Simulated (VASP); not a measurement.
# PbS (Cmcm) in VASP: notebook

The runs below take PbS through single point, with PBE, HSE06, r2SCAN+D3(BJ).

All numbers are computed with VASP 6.6.1; they aren't measurements. Logs are shortened: lines on timing, memory, paths and dates and some standing lists are left out, and cuts for length are marked.

## 1. The cell of the first run

Symmetry: Cmcm, No. 63, orthorhombic system. Conventional cell: a = 4.132 Å, b = 11.902 Å, c = 4.251 Å, α = 90.00°, β = 90.00°, γ = 90.00°. Pb (site symmetry m2m) has 5 S at 2.67 to 2.97 Å within 3.5 Å. Within 3.5 Å of S (site symmetry m2m) lie 5 Pb at 2.67 to 2.97 Å.

## 2. Single point, PBE

File INCAR:

```
  PREC = Accurate
  ENCUT = 520
  EDIFF = 1E-6
  ISMEAR = -1
  SIGMA = 0.05
  LREAL = False
  LASPH = True
  NELM = 80
  ALGO = Normal
  ISIF = 2
  LWAVE = False
  LCHARG = False
  GGA = PE
  NBANDS = 28
```

File KPOINTS:

```
Automatic mesh
0
Gamma
  7 7 6
```

File POSCAR:

```
PbS
1.0
    2.0659928603     -5.9510856073      0.0000000000
    2.0659928603      5.9510856073      0.0000000000
    0.0000000000      0.0000000000      4.2505997999
Pb S
2 2
Direct
    0.1305633500      0.8694366500      0.2500000000
    0.8694366500      0.1305633500      0.7500000000
    0.3547970900      0.6452029100      0.2500000000
    0.6452029100      0.3547970900      0.7500000000
```

Potentials or basis: VASP PAW PBE potentials, release 64 (Pb_d, S).

On the command line:

```bash
$ cat potpaw_PBE.64/Pb_d/POTCAR potpaw_PBE.64/S/POTCAR > POTCAR
$ mpirun -np 1 vasp_std > vasp.out
```

OUTCAR:

```text
PREC = Accurate
   ENCUT = 520
   EDIFF = 1E-6
   ISMEAR = -1
   LREAL = False
   LASPH = True
   NELM = 80
   ISIF = 2
   GGA = PE

 ion  position               nearest neighbor table
   1  0.131  0.869  0.250-   3 2.67   4 2.97   4 2.97   4 2.97   4 2.97   2 3.77   2 3.77   2 4.11
                             2 4.11   2 4.11   2 4.11
   2  0.869  0.131  0.750-   4 2.67   3 2.97   3 2.97   3 2.97   3 2.97   1 3.77   1 3.77   1 4.11
                             1 4.11   1 4.11   1 4.11
   3  0.355  0.645  0.250-   1 2.67   2 2.97   2 2.97   2 2.97   2 2.97
   4  0.645  0.355  0.750-   2 2.67   1 2.97   1 2.97   1 2.97   1 2.97

  LATTYP: Found a base centered orthorhombic cell.
 ALAT       =     4.1319857206
 B/A-ratio  =     2.8804966956
 C/A-ratio  =     1.0287063139

  Lattice vectors:

 A1 = (   2.0659928603,  -5.9510856073,   0.0000000000)
 A2 = (   2.0659928603,   5.9510856073,   0.0000000000)
 A3 = (   0.0000000000,   0.0000000000,   4.2505997999)

Analysis of symmetry for initial positions (statically):
=====================================================================
 Subroutine PRICEL returns:
 Original cell was already a primitive cell.

 Routine SETGRP: Setting up the symmetry group for a
 base centered orthorhombic supercell.

 Subroutine GETGRP returns: Found  8 space group operations
 (whereof  4 operations were pure point group operations)
 out of a pool of  8 trial point group operations.

The static configuration has the point symmetry C_2h.
 The point group associated with its full space group is D_2h.

Analysis of symmetry for dynamics (positions and initial velocities):
=====================================================================
 Subroutine PRICEL returns:
 Original cell was already a primitive cell.

 Routine SETGRP: Setting up the symmetry group for a
 base centered orthorhombic supercell.

 Subroutine GETGRP returns: Found  8 space group operations
 (whereof  4 operations were pure point group operations)
 out of a pool of  8 trial point group operations.

The dynamic configuration has the point symmetry C_2h.
 The point group associated with its full space group is D_2h.

 Subroutine INISYM returns: Found  8 space group operations
 (whereof  4 operations are pure point group operations),
 and found     1 'primitive' translations

----------------------------------------------------------------------------------------

                                     Primitive cell

  volume of cell :     104.5214

  direct lattice vectors                    reciprocal lattice vectors
     2.065992860 -5.951085607  0.000000000     0.242014389 -0.084018284  0.000000000
     2.065992860  5.951085607  0.000000000     0.242014389  0.084018284  0.000000000
     0.000000000  0.000000000  4.250599800     0.000000000  0.000000000  0.235260915

  length of vectors
     6.299503663  6.299503663  4.250599800     0.256183599  0.256183599  0.235260915

  position of ions in fractional coordinates (direct lattice)
     0.130563350  0.869436650  0.250000000
     0.869436650  0.130563350  0.750000000
     0.354797090  0.645202910  0.250000000
     0.645202910  0.354797090  0.750000000

  ion indices of the primitive-cell ions
   primitive index   ion index
                 1           1
                 2           2
                 3           3
                 4           4

----------------------------------------------------------------------------------------

 KPOINTS: Automatic mesh

Automatic generation of k-mesh.
 Grid dimensions read from file:
 generate k-points for:    7    7    6

 Generating k-lattice:

  Cartesian coordinates                     Fractional coordinates (reciprocal lattice)
     0.034573484 -0.012002612  0.000000000     0.142857143  0.000000000  0.000000000
     0.034573484  0.012002612  0.000000000     0.000000000  0.142857143  0.000000000
     0.000000000  0.000000000  0.039210153     0.000000000  0.000000000  0.166666667

  Length of vectors
     0.036597657  0.036597657  0.039210153

  Shift w.r.t. Gamma in fractional coordinates (k-lattice)
     0.000000000  0.000000000  0.000000000

 Subroutine IBZKPT returns following result:
 ===========================================

 Found     64 irreducible k-points:

 Following reciprocal coordinates:
            Coordinates               Weight
  0.000000  0.000000  0.000000      1.000000
  0.142857  0.000000  0.000000      4.000000
  0.285714  0.000000  0.000000      4.000000
  0.428571  0.000000  0.000000      4.000000
  0.142857  0.142857  0.000000      2.000000
  0.285714  0.142857  0.000000      4.000000
[... 16 lines left out ...]
  0.428571  0.142857  0.166667      8.000000
 -0.428571  0.142857  0.166667      8.000000
 [... further k-points ...]
   k-points           NKPTS =     64   k-points in BZ     NKDIM =     64   number of bands    NBANDS=     28
   number of dos      NEDOS =    301   number of ions     NIONS =      4
   total plane-waves  NPLWV =  73728
   dimension x,y,z NGX =    48 NGY =   48 NGZ =   32
   dimension x,y,z NGXF=    96 NGYF=   96 NGZF=   64
   ions per type =               2   2
   NGX,Y,Z   is equivalent  to a cutoff of  12.67, 12.67, 12.52 a.u.
   NGXF,Y,Z  is equivalent  to a cutoff of  25.33, 25.33, 25.03 a.u.
 SYSTEM =  unknown system
   PREC   = accura    normal or accurate (medium, high low for compatibility)
   ISTART =      0    job   : 0-new  1-cont  2-samecut
   ICHARG =      2    charge: 1-file 2-atom 10-const
   ISPIN  =      1    spin polarized calculation?
   LNONCOLLINEAR =      F non collinear calculations
   LSORBIT =      F    spin-orbit coupling
   LASPH  =      T    aspherical Exc in radial PAW
   ENCUT  =  520.0 eV  38.22 Ry    6.18 a.u.  11.71 11.71  7.90*2*pi/ulx,y,z
   NELM   =     80;   NELMIN=  2; NELMDL= -5     # of ELM steps
   EDIFF  = 0.1E-05   stopping-criterion for ELM
   LREAL  =      F    real-space projection
[... 7 lines left out ...]
   TEBEG  =    0.0;   TEEND  =   0.0 temperature during run
   PSTRESS=    0.0 pullay stress
   NELECT =      40.0000    total number of electrons
   NUPDOWN=      -1.0000    fix difference up-down
   EMIN   =  10.00;   EMAX   =-10.00  energy-range for DOS
   EFERMI =   0.00;   METHOD = LEGACY
   ISMEAR =    -1;   SIGMA  =   0.05  broadening in eV -4-tet -1-fermi 0-gaus
   EFERMI_NEDOS =   21; number of points for ismear=-14 and -15
   IALGO  =     38    algorithm
   IMIX   =      4    mixing-type and parameters
     AMIX     =   0.40;   BMIX     =  1.00
     AMIX_MAG =   1.60;   BMIX_MAG =  1.00
  volume/ion in A,a.u.               =      26.13       176.34
  Fermi-wavevector in a.u.,A,eV,Ry     =   1.188575  2.246080 19.221078  1.412709
  Thomas-Fermi vector in A             =   2.324701
   LORBIT       =      0    0 simple, 1 ext, 2 COOP (PROOUT), +10 PAW based schemes
   GGA     = PE    functional components
   LHFCALC =     F    Hartree Fock is set to
   AEXX    =    0.0000 exact exchange contribution
   IVDW    =     0    specifies the selected vdW correction
   LEPSILON=     F    determine dielectric tensor
   LRPA    =     F    only Hartree local field effects (RPA)
 non-spin polarized calculation
  energy-cutoff  :      520.00
  volume of cell :      104.52
 maximum number of plane-waves:      2840
   NGX = 23   NGY = 23   NGZ = 15

 number of electron      40.0000003 magnetization

 Free energy of the ion-electron system (eV)
  ---------------------------------------------------
  ext. energy  EPLUGINS =         0.00000000
  ---------------------------------------------------
  free energy    TOTEN  =       -17.35477234 eV

  energy without entropy =      -17.35477212  energy(sigma->0) =      -17.35477223

 E-fermi :   5.7460     XC(G=0):  -9.6751

 val. band max:        5.1092054981   @ k =  -0.4286   0.4286   0.3333
 cond. band min:       6.3215651503   @ k =   0.4286   0.4286   0.0000
 fundamental gap:      1.2123596523
 Fermi energy:         5.7459822995

 k-point     1 :       0.0000    0.0000    0.0000
  band No.  band energies     occupation
      1     -11.2579      2.00000
      2     -11.1483      2.00000
      3     -11.1393      2.00000
      4     -11.1355      2.00000
      5     -11.0989      2.00000
      6     -11.0946      2.00000
[... 20 lines left out ...]
     27      11.3454      0.00000
     28      12.1446      0.00000

 k-point     2 :       0.1429    0.0000    0.0000
  band No.  band energies     occupation
      1     -11.2446      2.00000
      2     -11.1426      2.00000
      3     -11.1340      2.00000
      4     -11.1277      2.00000
      5     -11.1016      2.00000
      6     -11.1013      2.00000
[... 20 lines left out ...]
     27      11.5270      0.00000
     28      12.5240      0.00000

 k-point     3 :       0.2857    0.0000    0.0000
  band No.  band energies     occupation
      1     -11.2122      2.00000
      2     -11.1344      2.00000
      3     -11.1333      2.00000
      4     -11.1174      2.00000
      5     -11.1077      2.00000
      6     -11.1049      2.00000
[... 20 lines left out ...]
     27      12.5336      0.00000
     28      13.1953      0.00000

 k-point     4 :       0.4286    0.0000    0.0000
  band No.  band energies     occupation
      1     -11.1763      2.00000
      2     -11.1458      2.00000
      3     -11.1359      2.00000
      4     -11.1309      2.00000
      5     -11.1070      2.00000
      6     -11.1016      2.00000
[... 578 lines left out ...]
     27      12.0206      0.00000
     28      13.2589      0.00000

 k-point    23 :       0.4286    0.1429    0.1667
  band No.  band energies     occupation
      1     -11.1925      2.00000
      2     -11.1743      2.00000
      3     -11.1390      2.00000
      4     -11.1159      2.00000
      5     -11.1048      2.00000
      6     -11.0964      2.00000
[... 20 lines left out ...]
     27      12.4034      0.00000
     28      13.2449      0.00000

 k-point    24 :      -0.4286    0.1429    0.1667
  band No.  band energies     occupation
      1     -11.2108      2.00000
      2     -11.1509      2.00000
      3     -11.1341      2.00000
      4     -11.1161      2.00000
      5     -11.1075      2.00000
      6     -11.0981      2.00000
[... 20 lines left out ...]
     27      12.6629      0.00000
     28      13.4291      0.00000

 [... further k-points ...]

------------------------ aborting loop because EDIFF is reached ----------------------------------------

  FORCE on cell =-STRESS in cart. coord.  units (eV):
  Direction    XX          YY          ZZ          XY          YZ          ZX
  --------------------------------------------------------------------------------------
  -------------------------------------------------------------------------------------
  Total        1.3552676      1.5775617      1.3018955      0.0000000      0.0000000      0.0000000
  in kB       20.7744914     24.1819710     19.9563663      0.0000000      0.0000000      0.0000000
  external PRESSURE =      21.6376096 kB  Pullay stress =       0.0000000 kB

 VOLUME and BASIS-vectors are now :
 -----------------------------------------------------------------------------
  energy-cutoff  :      520.00
  volume of cell :      104.52
      direct lattice vectors                 reciprocal lattice vectors
     2.065992860 -5.951085607  0.000000000     0.242014389 -0.084018284  0.000000000
     2.065992860  5.951085607  0.000000000     0.242014389  0.084018284  0.000000000
     0.000000000  0.000000000  4.250599800     0.000000000  0.000000000  0.235260915

 POSITION                                       TOTAL-FORCE (eV/Angst)
 -----------------------------------------------------------------------------------
      2.06599      4.39710      1.06265         0.000000      0.197095     -0.000000
      2.06599     -4.39710      3.18795         0.000000     -0.197095      0.000000
      2.06599      1.72823      1.06265         0.000000     -0.182139     -0.000000
      2.06599     -1.72823      3.18795         0.000000      0.182139     -0.000000
 -----------------------------------------------------------------------------------
    total drift:                               -0.000000     -0.000000      0.000000

  FREE ENERGIE OF THE ION-ELECTRON SYSTEM (eV)
  ---------------------------------------------------
  free  energy   TOTEN  =       -17.3547723380 eV

  energy  without entropy=      -17.3547721236  energy(sigma->0) =      -17.35477223
```

Run time: 1.9 min. Hardware: 1 thread of AMD EPYC 9R45 (Zen 5), shared host; peak memory 0.31 GiB.

Results:

```yaml
Free_energy: -17.3548 eV
Pressure: 2.2 GPa
Largest_force: 0.197 eV/Å
Band_gap_on_the_k_mesh: 1.21 eV (least direct gap 1.44 eV)
```

Forces on the atoms (eV/Å):
```
Pb   0.000  0.197  0.000
Pb   0.000 -0.197  0.000
S    0.000 -0.182  0.000
S    0.000  0.182  0.000
```

Caveat: spin-orbit coupling is left out, which moves the levels of the heavy elements.

(Continued in part 2 of 2.)
